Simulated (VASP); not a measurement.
# Dy5C (Immm) in VASP: further runs

The runs below take Dy5C through single point, with PBE.

Program: VASP 6.6.1. These are calculated values, not measurements. Logs are shortened: lines on timing, memory, paths and dates and some standing lists are left out, and cuts for length are marked.

**1. The cell of the first run**

The structure is orthorhombic, space group Immm (No. 71). The conventional cell has a = 5.033 Å, b = 8.228 Å, c = 8.274 Å, α = 90.00°, β = 90.00°, γ = 90.00°. Within 3.1 Å of Dy (site symmetry m2m) lie 1 C at 2.38 Å. Within 3.1 Å of Dy (site symmetry mm2) lie 1 C at 2.38 Å. Dy (site symmetry mmm) has 2 C at 2.52 Å within 3.3 Å. Within 3.1 Å of C (site symmetry mmm) lie 6 Dy at 2.38 to 2.52 Å.

The cell was generated, and may not be a known phase.

**2. Single point, PBE**

Input file INCAR:

```
PREC     = Accurate       # precision mode
ENCUT    = 600            # plane-wave cutoff, eV
EDIFF    = 1E-6           # SCF threshold, eV
ISMEAR   = 0              # smearing method
SIGMA    = 0.1            # smearing width, eV
LREAL    = False          # projectors in reciprocal space
LASPH    = True           # aspherical terms in the spheres
NELM     = 200            # most SCF steps
ALGO     = Normal         # electronic algorithm
ISIF     = 2              # what is computed and relaxed
LWAVE    = False          # write WAVECAR
LCHARG   = False          # write CHGCAR
GGA      = PE             # functional
NBANDS   = 34             # bands
GGA_COMPAT= False        
LMAXMIX  = 6              # l up to which the mixer works
```

Input file KPOINTS:

```
regular mesh
0
Gamma
  8 8 8
```

Input file POSCAR:

```
Dy5C
1.0
   -2.5163086237      4.1137749083      4.1370311640
    2.5163086237     -4.1137749083      4.1370311640
    2.5163086237      4.1137749083     -4.1370311640
Dy C
5 1
Direct
    0.7109203687      0.0000000000      0.7109203687
    0.2890796313      0.0000000000      0.2890796313
    0.7118026380      0.7118026380      0.0000000000
    0.2881973620      0.2881973620      0.0000000000
    0.0000000000      0.5000000000      0.5000000000
    0.0000000000      0.0000000000      0.0000000000
```

Potentials or basis: VASP PAW PBE potentials, release 64 (Dy_3, C), 4f in core.

Run with:

```bash
> cat potpaw_PBE.64/Dy_3/POTCAR potpaw_PBE.64/C/POTCAR > POTCAR
> mpirun -np 1 vasp_std > vasp.out
```

OUTCAR:

```text
PREC = Accurate
   ENCUT = 600
   EDIFF = 1E-6
   ISMEAR = 0
   LREAL = False
   LASPH = True
   NELM = 200
   ISIF = 2
   GGA = PE

 ion  position               nearest neighbor table
   1  0.711  0.000  0.711-   6 2.38   3 3.37   4 3.37   5 3.46   5 3.46   2 3.47   4 3.52   3 3.52
                             3 3.52   4 3.52
   2  0.289  0.000  0.289-   6 2.38   4 3.37   3 3.37   5 3.46   5 3.46   1 3.47   3 3.52   4 3.52
                             3 3.52   4 3.52
   3  0.712  0.712  0.000-   6 2.38   1 3.37   2 3.37   5 3.47   5 3.47   4 3.50   2 3.52   1 3.52
                             1 3.52   2 3.52
   4  0.288  0.288  0.000-   6 2.38   2 3.37   1 3.37   5 3.47   5 3.47   3 3.50   1 3.52   2 3.52
                             1 3.52   2 3.52
   5  0.000  0.500  0.500-   6 2.52   6 2.52   2 3.46   2 3.46   1 3.46   1 3.46   3 3.47   4 3.47
                             3 3.47   4 3.47
   6  0.000  0.000  0.000-   1 2.38   2 2.38   3 2.38   4 2.38   5 2.52   5 2.52

  LATTYP: Found a body centered orthorhombic cell.
 ALAT       =     5.0326172474
 B/A-ratio  =     1.6348451337
 C/A-ratio  =     1.6440873449

  Lattice vectors:

 A1 = (  -2.5163086237,   4.1137749083,   4.1370311640)
 A2 = (   2.5163086237,  -4.1137749083,   4.1370311640)
 A3 = (   2.5163086237,   4.1137749083,  -4.1370311640)

Analysis of symmetry for initial positions (statically):
=====================================================================
 Subroutine PRICEL returns:
 Original cell was already a primitive cell.

 Routine SETGRP: Setting up the symmetry group for a
 body centered orthorhombic supercell.

 Subroutine GETGRP returns: Found  8 space group operations
 (whereof  8 operations were pure point group operations)
 out of a pool of  8 trial point group operations.

The static configuration has the point symmetry D_2h.

Analysis of symmetry for dynamics (positions and initial velocities):
=====================================================================
 Subroutine PRICEL returns:
 Original cell was already a primitive cell.

 Routine SETGRP: Setting up the symmetry group for a
 body centered orthorhombic supercell.

 Subroutine GETGRP returns: Found  8 space group operations
 (whereof  8 operations were pure point group operations)
 out of a pool of  8 trial point group operations.

The dynamic configuration has the point symmetry D_2h.

 Subroutine INISYM returns: Found  8 space group operations
 (whereof  8 operations are pure point group operations),
 and found     1 'primitive' translations

----------------------------------------------------------------------------------------

                                     Primitive cell

  volume of cell :     171.2984

  direct lattice vectors                    reciprocal lattice vectors
    -2.516308624  4.113774908  4.137031164     0.000000000  0.121542868  0.120859617
     2.516308624 -4.113774908  4.137031164     0.198703766  0.000000000  0.120859617
     2.516308624  4.113774908 -4.137031164     0.198703766  0.121542868  0.000000000

  length of vectors
     6.353737478  6.353737478  6.353737478     0.171405121  0.232573071  0.232928863

  position of ions in fractional coordinates (direct lattice)
     0.710920369  0.000000000  0.710920369
     0.289079631  0.000000000  0.289079631
     0.711802638  0.711802638  0.000000000
     0.288197362  0.288197362  0.000000000
     0.000000000  0.500000000  0.500000000
     0.000000000  0.000000000  0.000000000

  ion indices of the primitive-cell ions
   primitive index   ion index
                 1           1
                 2           2
                 3           3
                 4           4
                 5           5
                 6           6

----------------------------------------------------------------------------------------

 KPOINTS: regular mesh

Automatic generation of k-mesh.
 Grid dimensions read from file:
 generate k-points for:    8    8    8

 Generating k-lattice:

  Cartesian coordinates                     Fractional coordinates (reciprocal lattice)
     0.000000000  0.015192858  0.015107452     0.125000000  0.000000000  0.000000000
     0.024837971  0.000000000  0.015107452     0.000000000  0.125000000  0.000000000
     0.024837971  0.015192858  0.000000000     0.000000000  0.000000000  0.125000000

  Length of vectors
     0.021425640  0.029071634  0.029116108

  Shift w.r.t. Gamma in fractional coordinates (k-lattice)
     0.000000000  0.000000000  0.000000000

 Subroutine IBZKPT returns following result:
 ===========================================

 Found     95 irreducible k-points:

 Following reciprocal coordinates:
            Coordinates               Weight
  0.000000  0.000000  0.000000      1.000000
  0.125000  0.000000  0.000000      4.000000
  0.250000  0.000000  0.000000      4.000000
  0.375000 -0.000000  0.000000      4.000000
  0.500000  0.000000  0.000000      2.000000
  0.000000  0.125000  0.000000      4.000000
[... 16 lines left out ...]
  0.125000  0.375000  0.000000      8.000000
  0.250000  0.375000  0.000000      8.000000
 [... further k-points ...]
   k-points           NKPTS =     95   k-points in BZ     NKDIM =     95   number of bands    NBANDS=     34
   number of dos      NEDOS =    301   number of ions     NIONS =      6
   total plane-waves  NPLWV = 157464
   dimension x,y,z NGX =    54 NGY =   54 NGZ =   54
   dimension x,y,z NGXF=   108 NGYF=  108 NGZF=  108
   ions per type =               5   1
   NGX,Y,Z   is equivalent  to a cutoff of  14.13, 14.13, 14.13 a.u.
   NGXF,Y,Z  is equivalent  to a cutoff of  28.26, 28.26, 28.26 a.u.
 SYSTEM =  unknown system
   PREC   = accura    normal or accurate (medium, high low for compatibility)
   ISTART =      0    job   : 0-new  1-cont  2-samecut
   ICHARG =      2    charge: 1-file 2-atom 10-const
   ISPIN  =      1    spin polarized calculation?
   LNONCOLLINEAR =      F non collinear calculations
   LSORBIT =      F    spin-orbit coupling
   LASPH  =      T    aspherical Exc in radial PAW
   ENCUT  =  600.0 eV  44.10 Ry    6.64 a.u.  12.69 12.69 12.69*2*pi/ulx,y,z
   NELM   =    200;   NELMIN=  2; NELMDL= -5     # of ELM steps
   EDIFF  = 0.1E-05   stopping-criterion for ELM
   LREAL  =      F    real-space projection
[... 7 lines left out ...]
   TEBEG  =    0.0;   TEEND  =   0.0 temperature during run
   PSTRESS=    0.0 pullay stress
   NELECT =      49.0000    total number of electrons
   NUPDOWN=      -1.0000    fix difference up-down
   EMIN   =  10.00;   EMAX   =-10.00  energy-range for DOS
   EFERMI =   0.00;   METHOD = LEGACY
   ISMEAR =     0;   SIGMA  =   0.10  broadening in eV -4-tet -1-fermi 0-gaus
   EFERMI_NEDOS =   21; number of points for ismear=-14 and -15
   IALGO  =     38    algorithm
   IMIX   =      4    mixing-type and parameters
     AMIX     =   0.40;   BMIX     =  1.00
     AMIX_MAG =   1.60;   BMIX_MAG =  1.00
  volume/ion in A,a.u.               =      28.55       192.66
  Fermi-wavevector in a.u.,A,eV,Ry     =   1.078671  2.038393 15.830811  1.163532
  Thomas-Fermi vector in A             =   2.214616
   LORBIT       =      0    0 simple, 1 ext, 2 COOP (PROOUT), +10 PAW based schemes
   GGA     = PE    functional components
   LHFCALC =     F    Hartree Fock is set to
   AEXX    =    0.0000 exact exchange contribution
   IVDW    =     0    specifies the selected vdW correction
   LEPSILON=     F    determine dielectric tensor
   LRPA    =     F    only Hartree local field effects (RPA)
 non-spin polarized calculation
 Gauss-broadening in eV      SIGMA  =   0.10
  energy-cutoff  :      600.00
  volume of cell :      171.30
 maximum number of plane-waves:      5760
 NGX is ok and might be reduce to    54
   NGX = 25   NGY = 25   NGZ = 25

 number of electron      49.0000001 magnetization

 Free energy of the ion-electron system (eV)
  ---------------------------------------------------
  ext. energy  EPLUGINS =         0.00000000
  ---------------------------------------------------
  free energy    TOTEN  =       -31.76087944 eV

  energy without entropy =      -31.72921119  energy(sigma->0) =      -31.74504532

 E-fermi :   2.8497     XC(G=0):  -9.7126

 val. band max:        2.8488352123   @ k =  -0.3750   0.2500  -0.0000
 cond. band min:       2.8521426118   @ k =  -0.3750   0.3750   0.0000
 fundamental gap:      0.0033073996
 Fermi energy:         2.8496610982

 k-point     1 :       0.0000    0.0000    0.0000
  band No.  band energies     occupation
      1     -20.6834      2.00000
      2     -20.5705      2.00000
      3     -20.5223      2.00000
      4     -20.5210      2.00000
      5     -20.4839      2.00000
      6     -20.4277      2.00000
[... 26 lines left out ...]
     33       5.1742      0.00000
     34       5.1857      0.00000

 k-point     2 :       0.1250    0.0000    0.0000
  band No.  band energies     occupation
      1     -20.6704      2.00000
      2     -20.5635      2.00000
      3     -20.5200      2.00000
      4     -20.5183      2.00000
      5     -20.4943      2.00000
      6     -20.4338      2.00000
[... 26 lines left out ...]
     33       5.1944      0.00000
     34       5.2499      0.00000

 k-point     3 :       0.2500    0.0000    0.0000
  band No.  band energies     occupation
      1     -20.6464      2.00000
      2     -20.5348      2.00000
      3     -20.5160      2.00000
      4     -20.5155      2.00000
      5     -20.5054      2.00000
      6     -20.4468      2.00000
[... 26 lines left out ...]
     33       5.4435      0.00000
     34       5.6590      0.00000
[... 704 lines left out ...]
 k-point    23 :       0.1250    0.3750    0.0000
  band No.  band energies     occupation
      1     -20.7442      2.00000
      2     -20.5857      2.00000
      3     -20.5601      2.00000
      4     -20.5043      2.00000
      5     -20.4515      2.00000
      6     -20.4005      2.00000
[... 26 lines left out ...]
     33       5.2913      0.00000
     34       5.4109      0.00000

 k-point    24 :       0.2500    0.3750    0.0000
  band No.  band energies     occupation
      1     -20.7208      2.00000
      2     -20.5826      2.00000
      3     -20.5416      2.00000
      4     -20.5177      2.00000
      5     -20.4887      2.00000
      6     -20.3757      2.00000
[... 26 lines left out ...]
     33       5.2914      0.00000
     34       5.4108      0.00000

 [... further k-points ...]
[... 5 lines left out ...]
  --------------------------------------------------------------------------------------
  -------------------------------------------------------------------------------------
  Total        0.4018241      0.4336437      0.3605803      0.0000000      0.0000000      0.0000000
  in kB        3.7583161      4.0559293      3.3725572      0.0000000      0.0000000      0.0000000
  external PRESSURE =       3.7289342 kB  Pullay stress =       0.0000000 kB

 VOLUME and BASIS-vectors are now :
 -----------------------------------------------------------------------------
  energy-cutoff  :      600.00
  volume of cell :      171.30
      direct lattice vectors                 reciprocal lattice vectors
    -2.516308624  4.113774908  4.137031164     0.000000000  0.121542868  0.120859617
     2.516308624 -4.113774908  4.137031164     0.198703766  0.000000000  0.120859617
     2.516308624  4.113774908 -4.137031164     0.198703766  0.121542868  0.000000000

 POSITION                                       TOTAL-FORCE (eV/Angst)
 -----------------------------------------------------------------------------------
      0.00000      5.84913      0.00000        -0.000000     -0.027033      0.000000
      0.00000      2.37842      0.00000         0.000000      0.027033      0.000000
      0.00000      0.00000      5.88950         0.000000      0.000000     -0.025962
      0.00000      0.00000      2.38456        -0.000000      0.000000      0.025962
      2.51631      0.00000      0.00000         0.000000      0.000000      0.000000
      0.00000      0.00000      0.00000         0.000000      0.000000      0.000000
 -----------------------------------------------------------------------------------
    total drift:                                0.000000     -0.000000     -0.000000

  FREE ENERGIE OF THE ION-ELECTRON SYSTEM (eV)
  ---------------------------------------------------
  free  energy   TOTEN  =       -31.7608794420 eV

  energy  without entropy=      -31.7292111947  energy(sigma->0) =      -31.74504532
```

Run time: 17 min. Hardware: 1 thread of AMD EPYC 7R13 (Zen 3), shared host; peak memory 0.71 GiB.

What came out:

```
Free energy            : -31.7609 eV
Pressure               : 0.4 GPa
Largest force          : 0.027 eV/Å
Band gap on the k mesh : zero (an odd number of electrons rules out a gap without spin polarisation)
```

Forces in eV/Å, atoms in the order of the input:
```
Dy   0.000 -0.027  0.000
Dy   0.000  0.027  0.000
Dy   0.000  0.000 -0.026
Dy   0.000  0.000  0.026
Dy   0.000  0.000  0.000
C    0.000  0.000  0.000
```

Levels at points of the mesh, in eV from the Fermi level:
```csv
k point,band 22,band 23,band 24,band 25,band 26,band 27,band 28,band 29
"(0.00, 0.00, 0.00)",-0.28,-0.27,-0.20,-0.04,0.12,0.13,0.22,1.88
"(0.50, 0.00, 0.00)",-0.78,-0.71,-0.67,-0.17,0.35,0.65,0.67,0.92
"(0.00, 0.50, 0.00)",-0.93,-0.62,0.05,0.30,0.63,0.70,1.33,1.48
"(0.50, 0.50, 0.00)",-0.94,-0.63,0.03,0.32,0.62,0.69,1.33,1.49
"(0.50, 0.50, 0.50)",-1.34,-1.32,-0.08,0.34,0.36,0.68,0.85,0.85
```

Caveat: spin-orbit coupling is left out, which moves the levels of the heavy elements; the 4f electrons are frozen in the core, so they carry no moment and show no levels.

**3. Single point, PBE**

This run uses another cell than the first one, of 26.87 Å³/atom.

Input file INCAR:

```
SYSTEM = Dy5C
PREC = Accurate ; ENCUT = 600
EDIFF = 1E-6 ; ISMEAR = 0
SIGMA = 0.2 ; LREAL = .False.
LASPH = .True. ; NELM = 200
ALGO = Normal ; ISIF = 2
LWAVE = .False. ; LCHARG = .False.
GGA = PE ; NBANDS = 34
GGA_COMPAT = .False. ; LMAXMIX = 6
```

Input file KPOINTS:

```
Automatic mesh
0
Gamma
  4 4 4
  0 0 0
```

Input file POSCAR:

```
Dy5C
1.0
   -3.2609852630      3.5169509515      3.5141166189
    3.2609852630     -3.5169509515      3.5141166189
    3.2609852630      3.5169509515     -3.5141166189
Dy C
5 1
Direct
    0.5000000000      0.5000000000      0.5000000000
    0.0000000000      0.0000000000      0.5000000000
    0.0000000000      0.5000000000      0.0000000000
    0.5000000000      0.0000000000      0.0000000000
    0.0000000000      0.0000000000      0.0000000000
    0.0000000000      0.5000000000      0.5000000000
```

Potentials or basis: VASP PAW PBE potentials, release 64 (Dy_3, C), 4f in core.

Run with:

```bash
> cat potpaw_PBE.64/Dy_3/POTCAR potpaw_PBE.64/C/POTCAR > POTCAR
> mpirun -np 1 vasp_std > vasp.out
```

OUTCAR:

```text
SYSTEM = Dy5C
   PREC = Accurate
   ENCUT = 600
   EDIFF = 1E-6
   ISMEAR = 0
   LREAL = .False.
   LASPH = .True.
   NELM = 200
   ISIF = 2
   GGA = PE

 ion  position               nearest neighbor table
   1  0.500  0.500  0.500-   5 2.97   5 2.97   4 3.26   4 3.26   2 3.51   2 3.51   3 3.52   3 3.52

   2  0.000  0.000  0.500-   5 2.97   5 2.97   3 3.26   3 3.26   1 3.51   1 3.51   4 3.52   4 3.52

   3  0.000  0.500  0.000-   5 2.97   5 2.97   2 3.26   2 3.26   4 3.51   4 3.51   1 3.52   1 3.52

   4  0.500  0.000  0.000-   5 2.97   5 2.97   1 3.26   1 3.26   3 3.51   3 3.51   2 3.52   2 3.52

   5  0.000  0.000  0.000-   1 2.97   2 2.97   3 2.97   4 2.97   2 2.97   3 2.97   4 2.97   1 2.97

   6  0.000  0.500  0.500-

  LATTYP: Found a body centered orthorhombic cell.
 ALAT       =     6.5219705260
 B/A-ratio  =     1.0776241950
 C/A-ratio  =     1.0784933595

  Lattice vectors:

 A1 = (  -3.2609852630,  -3.5169509515,   3.5141166189)
 A2 = (   3.2609852630,  -3.5169509515,  -3.5141166189)
 A3 = (   3.2609852630,   3.5169509515,   3.5141166189)

[... 176 lines left out ...]

 val. band max:        3.1613435103   @ k =  -0.2500   0.2500   0.2500
 cond. band min:       3.2075986522   @ k =   0.5000   0.5000   0.5000
 fundamental gap:      0.0462551419
 Fermi energy:         3.1656589736

 k-point     1 :       0.0000    0.0000    0.0000
  band No.  band energies     occupation
      1     -21.0065      2.00000
      2     -21.0053      2.00000
      3     -20.8679      2.00000
      4     -20.4584      2.00000
      5     -20.4572      2.00000
      6     -20.3628      2.00000
[... 655 lines left out ...]
     33       5.6776      0.00000
     34       5.7398      0.00000

------------------------ aborting loop because EDIFF is reached ----------------------------------------

  FORCE on cell =-STRESS in cart. coord.  units (eV):
  Direction    XX          YY          ZZ          XY          YZ          ZX
  --------------------------------------------------------------------------------------
  -------------------------------------------------------------------------------------
  Total        0.7951968      0.4306293      0.4942511      0.0000000      0.0000000      0.0000000
  in kB        7.9030344      4.2797937      4.9120968      0.0000000      0.0000000      0.0000000
  external PRESSURE =       5.6983083 kB  Pullay stress =       0.0000000 kB

 VOLUME and BASIS-vectors are now :
 -----------------------------------------------------------------------------
  energy-cutoff  :      600.00
  volume of cell :      161.21
      direct lattice vectors                 reciprocal lattice vectors
    -3.260985263  3.516950952  3.514116619     0.000000000  0.142168602  0.142283269
     3.260985263 -3.516950952  3.514116619     0.153327893  0.000000000  0.142283269
     3.260985263  3.516950952 -3.514116619     0.153327893  0.142168602  0.000000000

 POSITION                                       TOTAL-FORCE (eV/Angst)
 -----------------------------------------------------------------------------------
      1.63049      1.75848      1.75706        -0.000000     -0.000000      0.000000
      1.63049      1.75848     -1.75706         0.000000     -0.000000      0.000000
      1.63049     -1.75848      1.75706        -0.000000      0.000000     -0.000000
     -1.63049      1.75848      1.75706         0.000000      0.000000      0.000000
      0.00000      0.00000      0.00000         0.000000      0.000000     -0.000000
      3.26099      0.00000      0.00000         0.000000      0.000000     -0.000000
 -----------------------------------------------------------------------------------
    total drift:                                0.000000      0.000000     -0.000000

  FREE ENERGIE OF THE ION-ELECTRON SYSTEM (eV)
  ---------------------------------------------------
  free  energy   TOTEN  =       -27.0789367144 eV

  energy  without entropy=      -26.9530650469  energy(sigma->0) =      -27.01600088
```

Wall time 65 s (1 thread of Intel Xeon 6975P-C (Granite Rapids), shared host); peak memory 0.37 GiB.

Results:

| Quantity | Value |
| --- | --- |
| Free energy | -27.0789 eV |
| Pressure | 0.6 GPa |
| Band gap on the k mesh | zero (an odd number of electrons rules out a gap without spin polarisation) |

Caveat: spin-orbit coupling is left out, which moves the levels of the heavy elements; the 4f electrons are frozen in the core, so they carry no moment and show no levels.

The gap in the log of VASP goes by the Fermi energy; the results here count the filled bands.